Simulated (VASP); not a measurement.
# RbBa (P-6m2) in VASP: notebook

The runs below take RbBa through single point, with PBE.

All numbers are computed with VASP 6.6.1; they aren't measurements. Logs are shortened: lines on timing, memory, paths and dates and some standing lists are left out, and cuts for length are marked.

### Step 1. The cell of the first run

Symmetry: P-6m2, No. 187, hexagonal system. Conventional cell: a = 4.865 Å, b = 4.865 Å, c = 7.422 Å, α = 90.00°, β = 90.00°, γ = 120.00°.

### Step 2. Single point, PBE

File INCAR:

```
SYSTEM = RbBa
  PREC = Accurate
  ENCUT = 520
  EDIFF = 1E-6
  ISMEAR = 0
  SIGMA = 0.1
  LREAL = .False.
  LASPH = .True.
  NELM = 100
  ALGO = Normal
  ISIF = 2
  LWAVE = .False.
  LCHARG = .False.
  GGA = PE
  NBANDS = 16
```

File KPOINTS:

```
Automatic mesh
0
Gamma
  6 6 4
  0 0 0
```

File POSCAR:

```
RbBa
1.0
    4.8651355000      0.0000000000      0.0000000000
   -2.4325677500      4.2133309300      0.0000000000
    0.0000000000      0.0000000000      7.4223744600
Rb Ba
1 1
Direct
    0.3333333300      0.6666666700      0.5000000000
    0.0000000000      0.0000000000      0.0000000000
```

Potentials or basis: VASP PAW PBE potentials, release 64 (Rb_sv, Ba_sv).

Run with:

```sh
cat potpaw_PBE.64/Rb_sv/POTCAR potpaw_PBE.64/Ba_sv/POTCAR > POTCAR
mpirun -np 1 vasp_std > vasp.out
```

OUTCAR:

```text
SYSTEM = RbBa
   PREC = Accurate
   ENCUT = 520
   EDIFF = 1E-6
   ISMEAR = 0
   LREAL = .False.
   LASPH = .True.
   NELM = 100
   ISIF = 2
   GGA = PE

 ion  position               nearest neighbor table
   1  0.333  0.667  0.500-   2 4.65   2 4.65   2 4.65   2 4.65   2 4.65   2 4.65
   2  0.000  0.000  0.000-   1 4.65   1 4.65   1 4.65   1 4.65   1 4.65   1 4.65

  LATTYP: Found a hexagonal cell.
 ALAT       =     4.8651355000
 C/A-ratio  =     1.5256254343

  Lattice vectors:

 A1 = (   4.8651355000,   0.0000000000,   0.0000000000)
 A2 = (  -2.4325677500,   4.2133309300,   0.0000000000)
 A3 = (   0.0000000000,   0.0000000000,   7.4223744600)

Analysis of symmetry for initial positions (statically):
=====================================================================
 Subroutine PRICEL returns:
 Original cell was already a primitive cell.

 Routine SETGRP: Setting up the symmetry group for a
 hexagonal supercell.

 Subroutine GETGRP returns: Found 12 space group operations
 (whereof 12 operations were pure point group operations)
 out of a pool of 24 trial point group operations.

The static configuration has the point symmetry D_3h.

Analysis of symmetry for dynamics (positions and initial velocities):
=====================================================================
 Subroutine PRICEL returns:
 Original cell was already a primitive cell.

 Routine SETGRP: Setting up the symmetry group for a
 hexagonal supercell.

 Subroutine GETGRP returns: Found 12 space group operations
 (whereof 12 operations were pure point group operations)
 out of a pool of 24 trial point group operations.

The dynamic configuration has the point symmetry D_3h.

 Subroutine INISYM returns: Found 12 space group operations
 (whereof 12 operations are pure point group operations),
 and found     1 'primitive' translations

----------------------------------------------------------------------------------------

                                     Primitive cell

  volume of cell :     152.1470

  direct lattice vectors                    reciprocal lattice vectors
     4.865135500  0.000000000  0.000000000     0.205544121  0.118670954  0.000000000
    -2.432567750  4.213330930  0.000000000     0.000000000  0.237341908  0.000000000
     0.000000000  0.000000000  7.422374460     0.000000000  0.000000000  0.134727776

  length of vectors
     4.865135500  4.865135495  7.422374460     0.237341907  0.237341908  0.134727776

  position of ions in fractional coordinates (direct lattice)
     0.333333330  0.666666670  0.500000000
     0.000000000  0.000000000  0.000000000

  ion indices of the primitive-cell ions
   primitive index   ion index
                 1           1
                 2           2

----------------------------------------------------------------------------------------

 KPOINTS: Automatic mesh

Automatic generation of k-mesh.
 Grid dimensions read from file:
 generate k-points for:    6    6    4

 Generating k-lattice:

  Cartesian coordinates                     Fractional coordinates (reciprocal lattice)
     0.034257354  0.019778492  0.000000000     0.166666667  0.000000000  0.000000000
     0.000000000  0.039556985  0.000000000     0.000000000  0.166666667  0.000000000
     0.000000000  0.000000000  0.033681944     0.000000000  0.000000000  0.250000000

  Length of vectors
     0.039556985  0.039556985  0.033681944

  Shift w.r.t. Gamma in fractional coordinates (k-lattice)
     0.000000000  0.000000000  0.000000000

 Subroutine IBZKPT returns following result:
 ===========================================

 Found     21 irreducible k-points:

 Following reciprocal coordinates:
            Coordinates               Weight
  0.000000  0.000000  0.000000      1.000000
  0.166667  0.000000  0.000000      6.000000
  0.333333  0.000000  0.000000      6.000000
  0.500000  0.000000  0.000000      3.000000
  0.166667  0.166667  0.000000      6.000000
  0.333333  0.166667  0.000000     12.000000
[... 13 lines left out ...]
  0.333333  0.166667  0.500000     12.000000
  0.333333  0.333333  0.500000      2.000000
   k-points           NKPTS =     21   k-points in BZ     NKDIM =     21   number of bands    NBANDS=     16
   number of dos      NEDOS =    301   number of ions     NIONS =      2
   total plane-waves  NPLWV =  72576
   dimension x,y,z NGX =    36 NGY =   36 NGZ =   56
   dimension x,y,z NGXF=    72 NGYF=   72 NGZF=  112
   ions per type =               1   1
   NGX,Y,Z   is equivalent  to a cutoff of  12.30, 12.30, 12.54 a.u.
   NGXF,Y,Z  is equivalent  to a cutoff of  24.60, 24.60, 25.09 a.u.
 SYSTEM =  RbBa
   PREC   = accura    normal or accurate (medium, high low for compatibility)
   ISTART =      0    job   : 0-new  1-cont  2-samecut
   ICHARG =      2    charge: 1-file 2-atom 10-const
   ISPIN  =      1    spin polarized calculation?
   LNONCOLLINEAR =      F non collinear calculations
   LSORBIT =      F    spin-orbit coupling
   LASPH  =      T    aspherical Exc in radial PAW
   ENCUT  =  520.0 eV  38.22 Ry    6.18 a.u.   9.05  9.05 13.80*2*pi/ulx,y,z
   NELM   =    100;   NELMIN=  2; NELMDL= -5     # of ELM steps
   EDIFF  = 0.1E-05   stopping-criterion for ELM
   LREAL  =      F    real-space projection
   EDIFFG = 0.1E-04   stopping-criterion for IOM
   NSW    =      0    number of steps for IOM
   IBRION =     -1    ionic relax: 0-MD 1-quasi-New 2-CG
   NFREE  =      0    steps in history (QN), initial steepest desc. (CG)
   ISIF   =      2    stress and relaxation
   ISYM   =      2    0-nonsym 1-usesym 2-fastsym
   POTIM  = 0.5000    time-step for ionic-motion
   TEBEG  =    0.0;   TEEND  =   0.0 temperature during run
   PSTRESS=    0.0 pullay stress
   NELECT =      19.0000    total number of electrons
   NUPDOWN=      -1.0000    fix difference up-down
   EMIN   =  10.00;   EMAX   =-10.00  energy-range for DOS
   EFERMI =   0.00;   METHOD = LEGACY
   ISMEAR =     0;   SIGMA  =   0.10  broadening in eV -4-tet -1-fermi 0-gaus
   EFERMI_NEDOS =   21; number of points for ismear=-14 and -15
   IALGO  =     38    algorithm
   IMIX   =      4    mixing-type and parameters
     AMIX     =   0.40;   BMIX     =  1.00
     AMIX_MAG =   1.60;   BMIX_MAG =  1.00
  volume/ion in A,a.u.               =      76.07       513.37
  Fermi-wavevector in a.u.,A,eV,Ry     =   0.818286  1.546336  9.110343  0.669591
  Thomas-Fermi vector in A             =   1.928885
   LORBIT       =      0    0 simple, 1 ext, 2 COOP (PROOUT), +10 PAW based schemes
   GGA     = PE    functional components
   LHFCALC =     F    Hartree Fock is set to
   AEXX    =    0.0000 exact exchange contribution
   IVDW    =     0    specifies the selected vdW correction
   LEPSILON=     F    determine dielectric tensor
   LRPA    =     F    only Hartree local field effects (RPA)
 non-spin polarized calculation
 Gauss-broadening in eV      SIGMA  =   0.10
  energy-cutoff  :      520.00
  volume of cell :      152.15
 maximum number of plane-waves:      4140
   NGX = 19   NGY = 19   NGZ = 27

 number of electron      19.0000001 magnetization

 Free energy of the ion-electron system (eV)
  ---------------------------------------------------
  ext. energy  EPLUGINS =         0.00000000
  ---------------------------------------------------
  free energy    TOTEN  =        -2.56791534 eV

  energy without entropy =       -2.55587498  energy(sigma->0) =       -2.56189516

 E-fermi :   0.7097     XC(G=0):  -6.3890

 val. band max:        0.6559661389   @ k =   0.3333   0.0000   0.2500
 cond. band min:       0.8257393831   @ k =   0.3333   0.1667   0.2500
 fundamental gap:      0.1697732442
 Fermi energy:         0.7097447880

 k-point     1 :       0.0000    0.0000    0.0000
  band No.  band energies     occupation
      1     -28.8234      2.00000
      2     -27.6808      2.00000
      3     -14.0220      2.00000
      4     -13.8633      2.00000
      5     -13.8633      2.00000
      6     -11.7852      2.00000
[... 8 lines left out ...]
     15       3.1281      0.00000
     16       3.5568      0.00000

 k-point     2 :       0.1667    0.0000    0.0000
  band No.  band energies     occupation
      1     -28.8214      2.00000
      2     -27.6797      2.00000
      3     -14.0161      2.00000
      4     -13.8999      2.00000
      5     -13.8721      2.00000
      6     -11.7830      2.00000
[... 8 lines left out ...]
     15       3.0960      0.00000
     16       3.5013      0.00000

 k-point     3 :       0.3333    0.0000    0.0000
  band No.  band energies     occupation
      1     -28.8174      2.00000
      2     -27.6775      2.00000
      3     -14.0042      2.00000
      4     -13.9718      2.00000
      5     -13.8897      2.00000
      6     -11.8206      2.00000
[... 8 lines left out ...]
     15       3.0770      0.00000
     16       3.3719      0.00000

 k-point     4 :       0.5000    0.0000    0.0000
  band No.  band energies     occupation
      1     -28.8154      2.00000
      2     -27.6764      2.00000
      3     -14.0070      2.00000
      4     -13.9983      2.00000
      5     -13.8984      2.00000
      6     -11.8475      2.00000
[... 8 lines left out ...]
     15       3.3752      0.00000
     16       4.1600      0.00000
[... 267 lines left out ...]
 k-point    19 :       0.1667    0.1667    0.5000
  band No.  band energies     occupation
      1     -28.8184      2.00000
      2     -27.6781      2.00000
      3     -14.0067      2.00000
      4     -13.9480      2.00000
      5     -13.8921      2.00000
      6     -11.8000      2.00000
[... 8 lines left out ...]
     15       3.0491      0.00000
     16       3.8288      0.00000

 k-point    20 :       0.3333    0.1667    0.5000
  band No.  band energies     occupation
      1     -28.8154      2.00000
      2     -27.6764      2.00000
      3     -13.9998      2.00000
      4     -13.9901      2.00000
      5     -13.9171      2.00000
      6     -11.8310      2.00000
[... 8 lines left out ...]
     15       3.6392      0.00000
     16       3.7431      0.00000

 k-point    21 :       0.3333    0.3333    0.5000
  band No.  band energies     occupation
      1     -28.8144      2.00000
      2     -27.6759      2.00000
      3     -13.9975      2.00000
      4     -13.9664      2.00000
      5     -13.9635      2.00000
      6     -11.8135      2.00000
[... 8 lines left out ...]
     15       3.6634      0.00000
     16       3.8852      0.00000

------------------------ aborting loop because EDIFF is reached ----------------------------------------

  FORCE on cell =-STRESS in cart. coord.  units (eV):
  Direction    XX          YY          ZZ          XY          YZ          ZX
  --------------------------------------------------------------------------------------
  -------------------------------------------------------------------------------------
  Total       -0.5086686     -0.5086686      0.8459965      0.0000000      0.0000000      0.0000000
  in kB       -5.3565127     -5.3565127      8.9087300      0.0000000      0.0000000      0.0000000
  external PRESSURE =      -0.6014318 kB  Pullay stress =       0.0000000 kB

 VOLUME and BASIS-vectors are now :
 -----------------------------------------------------------------------------
  energy-cutoff  :      520.00
  volume of cell :      152.15
      direct lattice vectors                 reciprocal lattice vectors
     4.865135500  0.000000000  0.000000000     0.205544121  0.118670954  0.000000000
    -2.432567750  4.213330930  0.000000000     0.000000000  0.237341908  0.000000000
     0.000000000  0.000000000  7.422374460     0.000000000  0.000000000  0.134727776

 POSITION                                       TOTAL-FORCE (eV/Angst)
 -----------------------------------------------------------------------------------
     -0.00000      2.80889      3.71119         0.000000     -0.000000      0.000000
      0.00000      0.00000      0.00000        -0.000000      0.000000      0.000000
 -----------------------------------------------------------------------------------
    total drift:                                0.000017     -0.000010     -0.000000

  FREE ENERGIE OF THE ION-ELECTRON SYSTEM (eV)
  ---------------------------------------------------
  free  energy   TOTEN  =        -2.5679153436 eV

  energy  without entropy=       -2.5558749805  energy(sigma->0) =       -2.56189516
```

Run time: 58 s. Hardware: 1 thread of Oxide Virtual Turin-like, shared host; peak memory 0.22 GiB.

Results:

| Item | Value |
| --- | --- |
| Free energy | -2.5679 eV |
| Pressure | -0.1 GPa |

Stress tensor (GPa, compression positive):
```
-0.54  0.00  0.00
 0.00 -0.54  0.00
 0.00  0.00  0.89
```

Levels at points of the mesh, in eV from the Fermi level:
```
           k point  band 7  band 8  band 9  band 10  band 11  band 12  band 13  band 14
(0.00, 0.00, 0.00)  -12.45  -12.45   -2.43    -0.36     0.99     1.51     1.51     2.42
(0.50, 0.00, 0.00)  -12.49  -12.47   -0.60     0.16     0.33     0.51     1.82     2.13
(0.00, 0.00, 0.50)  -12.45  -12.45   -1.83    -1.22     1.00     1.47     1.47     2.29
(0.50, 0.00, 0.50)  -12.48  -12.47   -0.44    -0.22     0.73     1.09     1.17     1.99
```

Caveat: spin-orbit coupling is left out, which moves the levels of the heavy elements.

### Step 3. Single point, PBE

This run uses another cell than the first one, of 74.49 Å³/atom, 0.979 times its volume.

File INCAR:

```
SYSTEM = RbBa
ALGO = Fast
EDIFF = 1E-6
ENCUT = 520
GGA = PE
ISIF = 2
ISMEAR = 0
LASPH = .TRUE.
LCHARG = .FALSE.
LREAL = .FALSE.
LWAVE = .FALSE.
NBANDS = 16
NELM = 80
PREC = Accurate
SIGMA = 0.1
```

File KPOINTS:

```
k-points
0
G
  12 12 8
  0 0 0
```

File POSCAR:

```
RbBa
1.0
    4.6179002579      0.0000000000      0.0000000000
   -2.3089501290      3.9992189355      0.0000000000
    0.0000000000      0.0000000000      8.0666551807
Rb Ba
1 1
Direct
    0.3333333333      0.6666666667      0.5000000000
    0.0000000000      0.0000000000      0.0000000000
```

Potentials or basis: VASP PAW PBE potentials, release 64 (Rb_sv, Ba_sv).

Run with:

```sh
cat potpaw_PBE.64/Rb_sv/POTCAR potpaw_PBE.64/Ba_sv/POTCAR > POTCAR
mpirun -np 1 vasp_std > vasp.out
```

Run time: 4.8 min. Hardware: 1 thread of Oxide Virtual Turin-like, shared host; peak memory 0.39 GiB.

It converged, with:

* Free energy: -2.6198 eV
* Pressure: 0.0 GPa

Levels at points of the mesh, in eV from the Fermi level:
```
           k point  band 6  band 7  band 8  band 9  band 10  band 11  band 12  band 13  band 14  band 15
(0.00, 0.00, 0.00)  -12.59  -12.54  -12.54   -2.47    -0.60     0.54     1.65     1.65     2.25     2.85
(0.50, 0.00, 0.00)  -12.72  -12.58  -12.57   -0.56     0.18     0.32     0.69     1.87     2.17     2.44
(0.00, 0.00, 0.50)  -12.60  -12.54  -12.54   -1.99    -1.39     0.72     1.64     1.64     2.20     2.77
(0.50, 0.00, 0.50)  -12.72  -12.58  -12.57   -0.49    -0.22     0.80     1.16     1.19     2.22     2.31
```

Caveat: spin-orbit coupling is left out, which moves the levels of the heavy elements.
